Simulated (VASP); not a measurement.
# Nb (Fm-3m) in VASP: notebook

The runs below take Nb through single point, with PBE.

Everything below comes from runs of VASP 6.6.1. Logs are shortened: lines on timing, memory, paths and dates and some standing lists are left out, and cuts for length are marked.

## 1. The cell of the first run

The structure is cubic, space group Fm-3m (No. 225). Conventional cell: a = 4.230 Å, b = 4.230 Å, c = 4.230 Å, α = 90.00°, β = 90.00°, γ = 90.00°. Within 3.9 Å of Nb (site symmetry m-3m) lie 12 Nb at 2.99 Å.

## 2. Single point, PBE

INCAR reads:

```
SYSTEM = Nb
PREC = Accurate
ENCUT = 520
EDIFF = 1E-6
ISMEAR = 0
SIGMA = 0.017
LREAL = .False.
LASPH = .True.
NELM = 100
ALGO = Normal
ISIF = 2
LWAVE = .False.
LCHARG = .True.
GGA = PE
LELF = .True.
LVHAR = .True.
NBANDS = 12
```

KPOINTS reads:

```
Automatic mesh
0
Gamma
  11 11 11
  0 0 0
```

POSCAR reads:

```
Nb
1.0
    0.0000000000      2.1150000000      2.1150000000
    2.1150000000      0.0000000000      2.1150000000
    2.1150000000      2.1150000000      0.0000000000
Nb
1
Direct
    0.0000000000      0.0000000000      0.0000000000
```

Potentials or basis: VASP PAW PBE potentials, release 64 (Nb_sv).

Command:

```
cat potpaw_PBE.64/Nb_sv/POTCAR > POTCAR
mpirun -np 1 vasp_std > vasp.out
```

OUTCAR:

```text
SYSTEM = Nb
   PREC = Accurate
   ENCUT = 520
   EDIFF = 1E-6
   ISMEAR = 0
   LREAL = .False.
   LASPH = .True.
   NELM = 100
   ISIF = 2
   GGA = PE

 ion  position               nearest neighbor table
   1  0.000  0.000  0.000-

  LATTYP: Found a face centered cubic cell.
 ALAT       =     4.2300000000

  Lattice vectors:

 A1 = (   0.0000000000,   2.1150000000,   2.1150000000)
 A2 = (   2.1150000000,   0.0000000000,   2.1150000000)
 A3 = (   2.1150000000,   2.1150000000,   0.0000000000)

Analysis of symmetry for initial positions (statically):
=====================================================================
 Subroutine PRICEL returns:
 Original cell was already a primitive cell.

 Routine SETGRP: Setting up the symmetry group for a
 face centered cubic supercell.

 Subroutine GETGRP returns: Found 48 space group operations
 (whereof 48 operations were pure point group operations)
 out of a pool of 48 trial point group operations.

The static configuration has the point symmetry O_h .

Analysis of symmetry for dynamics (positions and initial velocities):
=====================================================================
 Subroutine PRICEL returns:
 Original cell was already a primitive cell.

 Routine SETGRP: Setting up the symmetry group for a
 face centered cubic supercell.

 Subroutine GETGRP returns: Found 48 space group operations
 (whereof 48 operations were pure point group operations)
 out of a pool of 48 trial point group operations.

The dynamic configuration has the point symmetry O_h .

 Subroutine INISYM returns: Found 48 space group operations
 (whereof 48 operations are pure point group operations),
 and found     1 'primitive' translations

----------------------------------------------------------------------------------------

                                     Primitive cell

  volume of cell :      18.9217

  direct lattice vectors                    reciprocal lattice vectors
     0.000000000  2.115000000  2.115000000    -0.236406619  0.236406619  0.236406619
     2.115000000  0.000000000  2.115000000     0.236406619 -0.236406619  0.236406619
     2.115000000  2.115000000  0.000000000     0.236406619  0.236406619 -0.236406619

  length of vectors
     2.991061684  2.991061684  2.991061684     0.409468276  0.409468276  0.409468276

  position of ions in fractional coordinates (direct lattice)
     0.000000000  0.000000000  0.000000000

  ion indices of the primitive-cell ions
   primitive index   ion index
                 1           1

----------------------------------------------------------------------------------------

 KPOINTS: Automatic mesh

Automatic generation of k-mesh.
 Grid dimensions read from file:
 generate k-points for:   11   11   11

 Generating k-lattice:

  Cartesian coordinates                     Fractional coordinates (reciprocal lattice)
    -0.021491511  0.021491511  0.021491511     0.090909091  0.000000000  0.000000000
     0.021491511 -0.021491511  0.021491511     0.000000000  0.090909091  0.000000000
     0.021491511  0.021491511 -0.021491511     0.000000000  0.000000000  0.090909091

  Length of vectors
     0.037224389  0.037224389  0.037224389

  Shift w.r.t. Gamma in fractional coordinates (k-lattice)
     0.000000000  0.000000000  0.000000000

 Subroutine IBZKPT returns following result:
 ===========================================

 Found     56 irreducible k-points:

 Following reciprocal coordinates:
            Coordinates               Weight
  0.000000  0.000000  0.000000      1.000000
  0.090909  0.000000  0.000000      8.000000
  0.181818  0.000000  0.000000      8.000000
  0.272727  0.000000  0.000000      8.000000
  0.363636  0.000000  0.000000      8.000000
  0.454545  0.000000  0.000000      8.000000
[... 16 lines left out ...]
 -0.272727  0.181818  0.000000     24.000000
 -0.181818  0.181818  0.000000     12.000000
 [... further k-points ...]
   k-points           NKPTS =     56   k-points in BZ     NKDIM =     56   number of bands    NBANDS=     12
   number of dos      NEDOS =    301   number of ions     NIONS =      1
   total plane-waves  NPLWV =  13824
   dimension x,y,z NGX =    24 NGY =   24 NGZ =   24
   dimension x,y,z NGXF=    48 NGYF=   48 NGZF=   48
   ions per type =               1
   NGX,Y,Z   is equivalent  to a cutoff of  13.34, 13.34, 13.34 a.u.
   NGXF,Y,Z  is equivalent  to a cutoff of  26.68, 26.68, 26.68 a.u.
 SYSTEM =  Nb
   PREC   = accura    normal or accurate (medium, high low for compatibility)
   ISTART =      0    job   : 0-new  1-cont  2-samecut
   ICHARG =      2    charge: 1-file 2-atom 10-const
   ISPIN  =      1    spin polarized calculation?
   LNONCOLLINEAR =      F non collinear calculations
   LSORBIT =      F    spin-orbit coupling
   LASPH  =      T    aspherical Exc in radial PAW
   ENCUT  =  520.0 eV  38.22 Ry    6.18 a.u.   5.56  5.56  5.56*2*pi/ulx,y,z
   NELM   =    100;   NELMIN=  2; NELMDL= -5     # of ELM steps
   EDIFF  = 0.1E-05   stopping-criterion for ELM
   LREAL  =      F    real-space projection
   EDIFFG = 0.1E-04   stopping-criterion for IOM
   NSW    =      0    number of steps for IOM
   IBRION =     -1    ionic relax: 0-MD 1-quasi-New 2-CG
   NFREE  =      0    steps in history (QN), initial steepest desc. (CG)
   ISIF   =      2    stress and relaxation
   ISYM   =      2    0-nonsym 1-usesym 2-fastsym
   POTIM  = 0.5000    time-step for ionic-motion
   TEBEG  =    0.0;   TEEND  =   0.0 temperature during run
   PSTRESS=    0.0 pullay stress
   NELECT =      13.0000    total number of electrons
   NUPDOWN=      -1.0000    fix difference up-down
   EMIN   =  10.00;   EMAX   =-10.00  energy-range for DOS
   EFERMI =   0.00;   METHOD = LEGACY
   ISMEAR =     0;   SIGMA  =   0.02  broadening in eV -4-tet -1-fermi 0-gaus
   EFERMI_NEDOS =   21; number of points for ismear=-14 and -15
   IALGO  =     38    algorithm
   IMIX   =      4    mixing-type and parameters
     AMIX     =   0.40;   BMIX     =  1.00
     AMIX_MAG =   1.60;   BMIX_MAG =  1.00
  volume/ion in A,a.u.               =      18.92       127.69
  Fermi-wavevector in a.u.,A,eV,Ry     =   1.444560  2.729823 28.392005  2.086754
  Thomas-Fermi vector in A             =   2.562841
   LORBIT       =      0    0 simple, 1 ext, 2 COOP (PROOUT), +10 PAW based schemes
   GGA     = PE    functional components
   LHFCALC =     F    Hartree Fock is set to
   AEXX    =    0.0000 exact exchange contribution
   IVDW    =     0    specifies the selected vdW correction
   LEPSILON=     F    determine dielectric tensor
   LRPA    =     F    only Hartree local field effects (RPA)
 non-spin polarized calculation
 Gauss-broadening in eV      SIGMA  =   0.02
  energy-cutoff  :      520.00
  volume of cell :       18.92
 maximum number of plane-waves:       532
   NGX = 11   NGY = 11   NGZ = 11

 number of electron      13.0000001 magnetization

 Free energy of the ion-electron system (eV)
  ---------------------------------------------------
  ext. energy  EPLUGINS =         0.00000000
  ---------------------------------------------------
  free energy    TOTEN  =        -9.89361141 eV

  energy without entropy =       -9.89333022  energy(sigma->0) =       -9.89347082

 E-fermi :  10.8557     XC(G=0): -12.2485

 val. band max:       10.8441298124   @ k =   0.3636   0.0909   0.0000
 cond. band min:      10.8575181084   @ k =   0.3636   0.2727   0.0909
 fundamental gap:      0.0133882960
 Fermi energy:        10.8556866861

 k-point     1 :       0.0000    0.0000    0.0000
  band No.  band energies     occupation
      1     -43.9356      2.00000
      2     -19.3391      2.00000
      3     -19.3391      2.00000
      4     -19.3391      2.00000
      5       4.6489      2.00000
      6      10.9695      0.00000
      7      10.9695      0.00000
      8      10.9695      0.00000
      9      13.5346      0.00000
     10      13.5346      0.00000
     11      22.6634      0.00000
     12      27.4053      0.00000

 k-point     2 :       0.0909    0.0000    0.0000
  band No.  band energies     occupation
      1     -43.9211      2.00000
      2     -19.4368      2.00000
      3     -19.3512      2.00000
      4     -19.3512      2.00000
      5       4.9504      2.00000
      6      10.7431      2.00000
      7      11.1040      0.00000
      8      11.1040      0.00000
      9      13.4201      0.00000
     10      13.4201      0.00000
     11      23.2579      0.00000
     12      26.2626      0.00000

 k-point     3 :       0.1818    0.0000    0.0000
  band No.  band energies     occupation
      1     -43.8817      2.00000
      2     -19.6933      2.00000
      3     -19.3836      2.00000
      4     -19.3836      2.00000
      5       5.7467      2.00000
      6      10.3058      2.00000
      7      11.3423      0.00000
      8      11.3423      0.00000
      9      13.3253      0.00000
     10      13.3253      0.00000
     11      24.0512      0.00000
     12      25.1875      0.00000
[... 286 lines left out ...]
 k-point    23 :      -0.2727    0.1818    0.0000
  band No.  band energies     occupation
      1     -43.7678      2.00000
      2     -20.1759      2.00000
      3     -19.7109      2.00000
      4     -19.4635      2.00000
      5       7.9732      2.00000
      6       9.8653      2.00000
      7      10.2926      2.00000
      8      11.8423      0.00000
      9      13.2564      0.00000
     10      16.3916      0.00000
     11      23.1977      0.00000
     12      25.6308      0.00000

 k-point    24 :      -0.1818    0.1818    0.0000
  band No.  band energies     occupation
      1     -43.8123      2.00000
      2     -19.9868      2.00000
      3     -19.6091      2.00000
      4     -19.4141      2.00000
      5       7.2318      2.00000
      6       9.6708      2.00000
      7      10.8962      0.00076
      8      12.2254      0.00000
      9      12.2609      0.00000
     10      15.1619      0.00000
     11      24.1328      0.00000
     12      26.6908      0.00000

 [... further k-points ...]

------------------------ aborting loop because EDIFF is reached ----------------------------------------

  FORCE on cell =-STRESS in cart. coord.  units (eV):
  Direction    XX          YY          ZZ          XY          YZ          ZX
  --------------------------------------------------------------------------------------
  -------------------------------------------------------------------------------------
  Total       -0.2672599     -0.2672599     -0.2672599      0.0000000     -0.0000000      0.0000000
  in kB      -22.6299367    -22.6299367    -22.6299367      0.0000000     -0.0000000      0.0000000
  external PRESSURE =     -22.6299367 kB  Pullay stress =       0.0000000 kB

 VOLUME and BASIS-vectors are now :
 -----------------------------------------------------------------------------
  energy-cutoff  :      520.00
  volume of cell :       18.92
      direct lattice vectors                 reciprocal lattice vectors
     0.000000000  2.115000000  2.115000000    -0.236406619  0.236406619  0.236406619
     2.115000000  0.000000000  2.115000000     0.236406619 -0.236406619  0.236406619
     2.115000000  2.115000000  0.000000000     0.236406619  0.236406619 -0.236406619

 POSITION                                       TOTAL-FORCE (eV/Angst)
 -----------------------------------------------------------------------------------
      0.00000      0.00000      0.00000         0.000000      0.000000      0.000000
 -----------------------------------------------------------------------------------
    total drift:                                0.000000     -0.000000     -0.000000

  FREE ENERGIE OF THE ION-ELECTRON SYSTEM (eV)
  ---------------------------------------------------
  free  energy   TOTEN  =        -9.8936114128 eV

  energy  without entropy=       -9.8933302225  energy(sigma->0) =       -9.89347082
```

Wall time 12 s (1 thread of Intel Xeon Platinum 8259CL at 2.50GHz (Skylake/Cascade Lake), shared host); peak memory 0.14 GiB.

What came out:

```yaml
Free_energy: -9.8936 eV
Pressure: -2.3 GPa
```

Levels at points of the mesh, in eV from the Fermi level:
```csv
k point,band 2,band 3,band 4,band 5,band 6,band 7,band 8,band 9,band 10,band 11
"(0.00, 0.00, 0.00)",-30.19,-30.19,-30.19,-6.21,0.11,0.11,0.11,2.68,2.68,11.81
```

[end of part 1 of 2]
